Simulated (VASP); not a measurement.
# P (P4/mmm) in VASP: further runs

Runs on P. Level: PBEsol+D3(BJ). Tasks: single point.

Program: VASP 6.6.1. These are calculated values, not measurements. Logs are shortened: lines on timing, memory, paths and dates and some standing lists are left out, and cuts for length are marked.

### 1 The cell of the first run

It takes space group P4/mmm (No. 123, tetragonal). The conventional cell has a = 4.273 Å, b = 4.273 Å, c = 4.575 Å, α = 90.00°, β = 90.00°, γ = 90.00°. Within 5.6 Å of P (site symmetry 4/mmm) lie 6 P at 4.27 to 4.58 Å.

### 2 Single point, PBEsol+D3(BJ) (strain +0.0450 x Voigt [0, 0, 1, 0, 0, 0])

The input, INCAR:

```
  PREC = Accurate
  ENCUT = 500
  EDIFF = 1E-6
  ISMEAR = 0
  SIGMA = 0.15
  LREAL = False
  LASPH = True
  NELM = 120
  ALGO = Normal
  ISIF = 2
  LWAVE = False
  LCHARG = False
  GGA = PS
  IVDW = 12
  NBANDS = 8
  GGA_COMPAT = False
```

The input, KPOINTS:

```
regular mesh
0
Gamma
  12 12 12
```

The input, POSCAR:

```
P
1.0
    4.2729048574      0.0000000000      0.0000000000
    0.0000000000      4.2729048574      0.0000000000
    0.0000000000      0.0000000000      4.5750100000
P
1
Direct
    0.0000000000      0.0000000000      0.0000000000
```

Potentials or basis: VASP PAW PBE potentials, release 64 (P).

On the command line:

```
$ cat potpaw_PBE.64/P/POTCAR > POTCAR
$ mpirun -np 1 vasp_std > vasp.out
```

OUTCAR:

```text
PREC = Accurate
   ENCUT = 500
   EDIFF = 1E-6
   ISMEAR = 0
   LREAL = False
   LASPH = True
   NELM = 120
   ISIF = 2
   GGA = PS
   IVDW = 12
 IVDW          = 12

 ion  position               nearest neighbor table
   1  0.000  0.000  0.000-

  LATTYP: Found a simple tetragonal cell.
 ALAT       =     4.2729048574
 C/A-ratio  =     1.0707025203

  Lattice vectors:

 A1 = (   4.2729048574,   0.0000000000,   0.0000000000)
 A2 = (   0.0000000000,   4.2729048574,   0.0000000000)
 A3 = (   0.0000000000,   0.0000000000,   4.5750100000)

Analysis of symmetry for initial positions (statically):
=====================================================================
 Subroutine PRICEL returns:
 Original cell was already a primitive cell.

 Routine SETGRP: Setting up the symmetry group for a
 simple tetragonal supercell.

 Subroutine GETGRP returns: Found 16 space group operations
 (whereof 16 operations were pure point group operations)
 out of a pool of 16 trial point group operations.

The static configuration has the point symmetry D_4h.

Analysis of symmetry for dynamics (positions and initial velocities):
=====================================================================
 Subroutine PRICEL returns:
 Original cell was already a primitive cell.

 Routine SETGRP: Setting up the symmetry group for a
 simple tetragonal supercell.

 Subroutine GETGRP returns: Found 16 space group operations
 (whereof 16 operations were pure point group operations)
 out of a pool of 16 trial point group operations.

The dynamic configuration has the point symmetry D_4h.

 Subroutine INISYM returns: Found 16 space group operations
 (whereof 16 operations are pure point group operations),
 and found     1 'primitive' translations

----------------------------------------------------------------------------------------

                                     Primitive cell

  volume of cell :      83.5292

  direct lattice vectors                    reciprocal lattice vectors
     4.272904857  0.000000000  0.000000000     0.234032826  0.000000000  0.000000000
     0.000000000  4.272904857  0.000000000     0.000000000  0.234032826  0.000000000
     0.000000000  0.000000000  4.575010000     0.000000000  0.000000000  0.218578757

  length of vectors
     4.272904857  4.272904857  4.575010000     0.234032826  0.234032826  0.218578757

  position of ions in fractional coordinates (direct lattice)
     0.000000000  0.000000000  0.000000000

  ion indices of the primitive-cell ions
   primitive index   ion index
                 1           1

----------------------------------------------------------------------------------------

 KPOINTS: regular mesh

Automatic generation of k-mesh.
 Grid dimensions read from file:
 generate k-points for:   12   12   12

 Generating k-lattice:

  Cartesian coordinates                     Fractional coordinates (reciprocal lattice)
     0.019502736  0.000000000  0.000000000     0.083333333  0.000000000  0.000000000
     0.000000000  0.019502736  0.000000000     0.000000000  0.083333333  0.000000000
     0.000000000  0.000000000  0.018214896     0.000000000  0.000000000  0.083333333

  Length of vectors
     0.019502736  0.019502736  0.018214896

  Shift w.r.t. Gamma in fractional coordinates (k-lattice)
     0.000000000  0.000000000  0.000000000

 Subroutine IBZKPT returns following result:
 ===========================================

 Found    196 irreducible k-points:

 Following reciprocal coordinates:
            Coordinates               Weight
  0.000000  0.000000  0.000000      1.000000
  0.083333  0.000000  0.000000      4.000000
  0.166667  0.000000  0.000000      4.000000
  0.250000  0.000000  0.000000      4.000000
  0.333333  0.000000  0.000000      4.000000
  0.416667  0.000000  0.000000      4.000000
[... 16 lines left out ...]
  0.333333  0.333333  0.000000      4.000000
  0.416667  0.333333  0.000000      8.000000
 [... further k-points ...]
   k-points           NKPTS =    196   k-points in BZ     NKDIM =    196   number of bands    NBANDS=      8
   number of dos      NEDOS =    301   number of ions     NIONS =      1
   total plane-waves  NPLWV =  36864
   dimension x,y,z NGX =    32 NGY =   32 NGZ =   36
   dimension x,y,z NGXF=    64 NGYF=   64 NGZF=   72
   ions per type =               1
   NGX,Y,Z   is equivalent  to a cutoff of  12.45, 12.45, 13.08 a.u.
   NGXF,Y,Z  is equivalent  to a cutoff of  24.90, 24.90, 26.16 a.u.
 SYSTEM =  unknown system
   PREC   = accura    normal or accurate (medium, high low for compatibility)
   ISTART =      0    job   : 0-new  1-cont  2-samecut
   ICHARG =      2    charge: 1-file 2-atom 10-const
   ISPIN  =      1    spin polarized calculation?
   LNONCOLLINEAR =      F non collinear calculations
   LSORBIT =      F    spin-orbit coupling
   LASPH  =      T    aspherical Exc in radial PAW
   ENCUT  =  500.0 eV  36.75 Ry    6.06 a.u.   7.79  7.79  8.34*2*pi/ulx,y,z
   NELM   =    120;   NELMIN=  2; NELMDL= -5     # of ELM steps
   EDIFF  = 0.1E-05   stopping-criterion for ELM
   LREAL  =      F    real-space projection
   EDIFFG = 0.1E-04   stopping-criterion for IOM
   NSW    =      0    number of steps for IOM
   IBRION =     -1    ionic relax: 0-MD 1-quasi-New 2-CG
   NFREE  =      0    steps in history (QN), initial steepest desc. (CG)
   ISIF   =      2    stress and relaxation
   ISYM   =      2    0-nonsym 1-usesym 2-fastsym
   POTIM  = 0.5000    time-step for ionic-motion
   TEBEG  =    0.0;   TEEND  =   0.0 temperature during run
   PSTRESS=    0.0 pullay stress
   NELECT =       5.0000    total number of electrons
   NUPDOWN=      -1.0000    fix difference up-down
   EMIN   =  10.00;   EMAX   =-10.00  energy-range for DOS
   EFERMI =   0.00;   METHOD = LEGACY
   ISMEAR =     0;   SIGMA  =   0.15  broadening in eV -4-tet -1-fermi 0-gaus
   EFERMI_NEDOS =   21; number of points for ismear=-14 and -15
   IALGO  =     38    algorithm
   IMIX   =      4    mixing-type and parameters
     AMIX     =   0.40;   BMIX     =  1.00
     AMIX_MAG =   1.60;   BMIX_MAG =  1.00
  volume/ion in A,a.u.               =      83.53       563.68
  Fermi-wavevector in a.u.,A,eV,Ry     =   0.640401  1.210182  5.579932  0.410113
  Thomas-Fermi vector in A             =   1.706396
   LORBIT       =      0    0 simple, 1 ext, 2 COOP (PROOUT), +10 PAW based schemes
   GGA     = PS    functional components
   LHFCALC =     F    Hartree Fock is set to
   AEXX    =    0.0000 exact exchange contribution
   IVDW    =    12    specifies the selected vdW correction
   LEPSILON=     F    determine dielectric tensor
   LRPA    =     F    only Hartree local field effects (RPA)
 non-spin polarized calculation
 Gauss-broadening in eV      SIGMA  =   0.15
  energy-cutoff  :      500.00
  volume of cell :       83.53
 maximum number of plane-waves:      2142
 NGX is ok and might be reduce to    32
   NGX = 15   NGY = 15   NGZ = 17

 number of electron       4.9999998 magnetization

 Free energy of the ion-electron system (eV)
  ---------------------------------------------------
  ext. energy  EPLUGINS =         0.00000000
  ---------------------------------------------------
  free energy    TOTEN  =        -1.11811864 eV

  energy without entropy =       -1.07538247  energy(sigma->0) =       -1.09675056

 E-fermi :  -3.1848     XC(G=0):  -4.9101

 val. band max:       -3.1902308249   @ k =   0.2500   0.1667   0.4167
 cond. band min:      -3.1836669832   @ k =   0.4167   0.4167   0.3333
 fundamental gap:      0.0065638418
 Fermi energy:        -3.1847848961

 k-point     1 :       0.0000    0.0000    0.0000
  band No.  band energies     occupation
      1     -11.8940      2.00000
      2      -2.8870      0.00500
      3      -2.6103      0.00000
      4      -2.6103      0.00000
      5       1.4041      0.00000
      6       4.1740      0.00000
      7       4.3868      0.00000
      8       8.6180      0.00000

 k-point     2 :       0.0833    0.0000    0.0000
  band No.  band energies     occupation
      1     -11.8831      2.00000
      2      -2.8766      0.00367
      3      -2.7314      0.00002
      4      -2.6010      0.00000
      5       1.5178      0.00000
      6       4.2337      0.00000
      7       4.4858      0.00000
      8       8.0310      0.00000

 k-point     3 :       0.1667    0.0000    0.0000
  band No.  band energies     occupation
      1     -11.8530      2.00000
      2      -3.0308      0.14658
      3      -2.8477      0.00148
      4      -2.5753      0.00000
      5       1.8066      0.00000
      6       4.3683      0.00000
      7       4.7593      0.00000
      8       7.3532      0.00000

 k-point     4 :       0.2500    0.0000    0.0000
  band No.  band energies     occupation
      1     -11.8108      2.00000
      2      -3.3868      1.94314
      3      -2.8074      0.00037
      4      -2.5396      0.00000
      5       2.1870      0.00000
      6       4.5474      0.00000
      7       4.9945      0.00000
      8       6.7673      0.00000

 k-point     5 :       0.3333    0.0000    0.0000
  band No.  band energies     occupation
      1     -11.7675      2.00000
      2      -3.7013      2.00000
      3      -2.7661      0.00008
      4      -2.5030      0.00000
      5       2.6111      0.00000
      6       4.7472      0.00000
      7       4.8981      0.00000
      8       6.3190      0.00000

 k-point     6 :       0.4167    0.0000    0.0000
  band No.  band energies     occupation
      1     -11.7349      2.00000
      2      -3.9126      2.00000
      3      -2.7351      0.00002
      4      -2.4757      0.00000
      5       3.0337      0.00000
      6       4.5365      0.00000
      7       4.9226      0.00000
      8       6.0379      0.00000

 k-point     7 :       0.5000    0.0000    0.0000
  band No.  band energies     occupation
      1     -11.7228      2.00000
      2      -3.9866      2.00000
      3      -2.7236      0.00001
      4      -2.4656      0.00000
      5       3.2692      0.00000
      6       4.2997      0.00000
      7       4.9926      0.00000
      8       5.9421      0.00000
[... 133 lines left out ...]
 k-point    20 :       0.3333    0.2500    0.0000
  band No.  band energies     occupation
      1     -11.6887      2.00000
      2      -3.5764      1.99978
      3      -3.2013      1.12369
      4      -2.6932      0.00000
      5       3.1355      0.00000
      6       4.3559      0.00000
      7       5.8352      0.00000
      8       6.4090      0.00000

 k-point    21 :       0.4167    0.2500    0.0000
  band No.  band energies     occupation
      1     -11.6574      2.00000
      2      -3.7758      2.00000
      3      -3.1592      0.80961
      4      -2.6641      0.00000
      5       3.3783      0.00000
      6       4.1373      0.00000
      7       5.9218      0.00000
      8       6.3297      0.00000

 k-point    22 :       0.5000    0.2500    0.0000
  band No.  band energies     occupation
      1     -11.6458      2.00000
      2      -3.8465      2.00000
      3      -3.1429      0.69270
      4      -2.6533      0.00000
      5       3.4814      0.00000
      6       4.0460      0.00000
      7       5.9950      0.00000
      8       6.2186      0.00000

 k-point    23 :       0.3333    0.3333    0.0000
  band No.  band energies     occupation
      1     -11.6478      2.00000
      2      -3.5391      1.99916
      3      -3.4635      1.99140
      4      -2.6556      0.00000
      5       3.2074      0.00000
      6       4.2545      0.00000
      7       6.1615      0.00000
      8       6.4829      0.00000

 k-point    24 :       0.4167    0.3333    0.0000
  band No.  band energies     occupation
      1     -11.6171      2.00000
      2      -3.7025      2.00000
      3      -3.4466      1.98643
      4      -2.6274      0.00000
      5       3.1386      0.00000
      6       4.3421      0.00000
      7       6.2634      0.00000
      8       6.4625      0.00000

 [... further k-points ...]

------------------------ aborting loop because EDIFF is reached ----------------------------------------

 Edisp (eV)   -0.07652

 E8    (eV) :    -0.0450

  FORCE on cell =-STRESS in cart. coord.  units (eV):
  Direction    XX          YY          ZZ          XY          YZ          ZX
  --------------------------------------------------------------------------------------
  -------------------------------------------------------------------------------------
  Total      -2.10492    -2.10492    -1.52947     0.00000     0.00000     0.00000
  in kB     -40.37447   -40.37447   -29.33687     0.00000     0.00000     0.00000
  external pressure =      -36.70 kB  Pullay stress =        0.00 kB

 VOLUME and BASIS-vectors are now :
 -----------------------------------------------------------------------------
  energy-cutoff  :      500.00
  volume of cell :       83.53
      direct lattice vectors                 reciprocal lattice vectors
     4.272904857  0.000000000  0.000000000     0.234032826  0.000000000  0.000000000
     0.000000000  4.272904857  0.000000000     0.000000000  0.234032826  0.000000000
     0.000000000  0.000000000  4.575010000     0.000000000  0.000000000  0.218578757

 POSITION                                       TOTAL-FORCE (eV/Angst)
 -----------------------------------------------------------------------------------
      0.00000      0.00000      0.00000         0.000000      0.000000      0.000000
 -----------------------------------------------------------------------------------
    total drift:                                0.000000      0.000000      0.000000

  FREE ENERGIE OF THE ION-ELECTRON SYSTEM (eV)
  ---------------------------------------------------
  free  energy   TOTEN  =        -1.1946346112 eV

  energy  without entropy=       -1.1518984388  energy(sigma->0) =       -1.17326653
```

It took 31 s on 1 thread of Intel Xeon 6975P-C (Granite Rapids), shared host; peak memory 0.25 GiB.

What came out:

```yaml
Free_energy: -1.1946 eV
Pressure: -3.7 GPa
Band_gap_on_the_k_mesh: zero (an odd number of electrons rules out a gap without spin polarisation)
Dispersion_energy_per_atom: -0.077 eV
```

Levels at points of the mesh, in eV from the Fermi level:
```csv
k point,band 1,band 2,band 3,band 4,band 5,band 6,band 7
"(0.00, 0.00, 0.00)",-8.71,0.30,0.57,0.57,4.59,7.36,7.57
"(0.50, 0.00, 0.00)",-8.54,-0.80,0.46,0.72,6.45,7.48,8.18
"(0.50, 0.50, 0.00)",-8.38,-0.51,-0.51,0.60,5.91,8.06,9.61
"(0.00, 0.00, 0.50)",-8.61,-0.68,0.66,0.66,6.35,7.25,8.08
"(0.50, 0.00, 0.50)",-8.45,-0.61,-0.38,0.79,5.88,8.03,9.36
"(0.50, 0.50, 0.50)",-8.30,-0.35,-0.35,-0.13,6.76,7.03,7.03
```

Caveat: the cell differs from its parent crystal (strain +0.0450 x Voigt [0, 0, 1, 0, 0, 0]); the cell stands under tension; the PAW data sets were made with another functional, which shifts forces and pressure a little.

### 3 Single point, PBEsol+D3(BJ) (strain +0.0525 x Voigt [0, 0, 1, 0, 0, 0])

The input, INCAR:

```
ALGO = Normal
EDIFF = 1E-6
ENCUT = 500
GGA = PS
GGA_COMPAT = False
ISIF = 2
ISMEAR = 0
IVDW = 12
LASPH = True
LCHARG = False
LREAL = False
LWAVE = False
NBANDS = 8
NELM = 120
PREC = Accurate
SIGMA = 0.15
```

The input, KPOINTS:

```
k-points
0
Gamma
  12 12 12
```

POSCAR: that of step 2 with these lines changed.

```diff
@@ -4,3 +4,3 @@
     0.0000000000      4.2729048574      0.0000000000
-    0.0000000000      0.0000000000      4.5750100000
+    0.0000000000      0.0000000000      4.6078450000
 P
```

Potentials or basis: VASP PAW PBE potentials, release 64 (P).

On the command line:

```
$ cat potpaw_PBE.64/P/POTCAR > POTCAR
$ mpirun -np 1 vasp_std > vasp.out
```

Run time: 30 s. Hardware: 1 thread of Intel Xeon 6975P-C (Granite Rapids), shared host; peak memory 0.25 GiB.

It converged, with:

- Free energy: -1.1839 eV
- Pressure: -3.6 GPa
- Band gap on the k mesh: zero (an odd number of electrons rules out a gap without spin polarisation)
- Dispersion energy per atom: -0.076 eV

Stress tensor (GPa, compression positive):
```
-4.02  0.00  0.00
 0.00 -4.02  0.00
 0.00  0.00 -2.81
```

Levels at points of the mesh, in eV from the Fermi level:
| k point | band 1 | band 2 | band 3 | band 4 | band 5 |
| --- | --- | --- | --- | --- | --- |
| (0.00, 0.00, 0.00) | -8.71 | 0.28 | 0.58 | 0.58 | 4.58 |
| (0.50, 0.00, 0.00) | -8.54 | -0.80 | 0.44 | 0.72 | 6.45 |
| (0.50, 0.50, 0.00) | -8.38 | -0.50 | -0.50 | 0.59 | 5.92 |
| (0.00, 0.00, 0.50) | -8.62 | -0.66 | 0.66 | 0.66 | 6.33 |
| (0.50, 0.00, 0.50) | -8.45 | -0.61 | -0.36 | 0.79 | 5.88 |
| (0.50, 0.50, 0.50) | -8.30 | -0.36 | -0.36 | -0.12 | 6.75 |

Caveat: the cell differs from its parent crystal (strain +0.0525 x Voigt [0, 0, 1, 0, 0, 0]); the cell stands under tension; the PAW data sets were made with another functional, which shifts forces and pressure a little.

### 4 Single point, PBEsol+D3(BJ) (strain +0.0600 x Voigt [0, 0, 1, 0, 0, 0])

The input, INCAR:

```
PREC     = Accurate       # precision mode
ENCUT    = 500            # plane-wave cutoff, eV
EDIFF    = 1E-6           # SCF threshold, eV
ISMEAR   = 0              # smearing method
SIGMA    = 0.15           # smearing width, eV
LREAL    = False          # projectors in reciprocal space
LASPH    = True           # aspherical terms in the spheres
NELM     = 120            # most SCF steps
ALGO     = Normal         # electronic algorithm
ISIF     = 2              # what is computed and relaxed
LWAVE    = False          # write WAVECAR
LCHARG   = False          # write CHGCAR
GGA      = PS             # functional
IVDW     = 12             # dispersion correction
NBANDS   = 8              # bands
GGA_COMPAT= False
```

The input, KPOINTS:

```
Automatic mesh
0
Gamma
  12 12 12
```

POSCAR: that of step 3 with these lines changed.

```diff
@@ -4,3 +4,3 @@
     0.0000000000      4.2729048574      0.0000000000
-    0.0000000000      0.0000000000      4.6078450000
+    0.0000000000      0.0000000000      4.6406800000
 P
```

On the command line:

```
$ cat potpaw_PBE.64/P/POTCAR > POTCAR
$ mpirun -np 1 vasp_std > vasp.out
```

Wall time 32 s (1 thread of Intel Xeon 6975P-C (Granite Rapids), shared host); peak memory 0.25 GiB.

Results (log left out):

```
Free energy                : -1.1737 eV
Pressure                   : -3.6 GPa
Band gap on the k mesh     : zero (an odd number of electrons rules out a gap without spin polarisation)
Dispersion energy per atom : -0.075 eV
```

Stress tensor (GPa, compression positive):
```
-3.99  0.00  0.00
 0.00 -3.99  0.00
 0.00  0.00 -2.68
```

Levels at points of the mesh, in eV from the Fermi level:
```csv
k point,band 1,band 2,band 3,band 4,band 5,band 6,band 7
"(0.00, 0.00, 0.00)",-8.70,0.25,0.58,0.58,4.58,7.33,7.59
"(0.50, 0.00, 0.00)",-8.53,-0.79,0.42,0.72,6.44,7.46,8.18
"(0.50, 0.50, 0.00)",-8.37,-0.50,-0.50,0.57,5.93,8.04,9.57
"(0.00, 0.00, 0.50)",-8.62,-0.65,0.66,0.66,6.31,7.18,8.06
"(0.50, 0.00, 0.50)",-8.46,-0.62,-0.35,0.79,5.88,8.00,9.26
"(0.50, 0.50, 0.50)",-8.30,-0.36,-0.36,-0.10,6.73,7.04,7.04
```

Caveat: the cell differs from its parent crystal (strain +0.0600 x Voigt [0, 0, 1, 0, 0, 0]); the cell stands under tension; the PAW data sets were made with another functional, which shifts forces and pressure a little.

### 5 Summary

```csv
cell,gap on the mesh (eV),pressure (GPa)
"a = 4.273, b = 4.273, c = 4.575 Å, 1 atom",none,-3.7
"a = 4.273, b = 4.273, c = 4.608 Å, 1 atom",none,-3.6
"a = 4.273, b = 4.273, c = 4.641 Å, 1 atom",none,-3.6
```

Alike in all rows: task single point; level PBEsol+D3(BJ); potentials or basis VASP PAW PBE potentials, release 64 (P); no spin polarisation; k mesh 12 × 12 × 12; cutoff (eV) 500; smearing gaussian 0.15 eV.

Caveats: the cell stands under tension; the PAW data sets were made with another functional, which shifts forces and pressure a little.

Absolute energies hang on the potentials; compare differences alone.
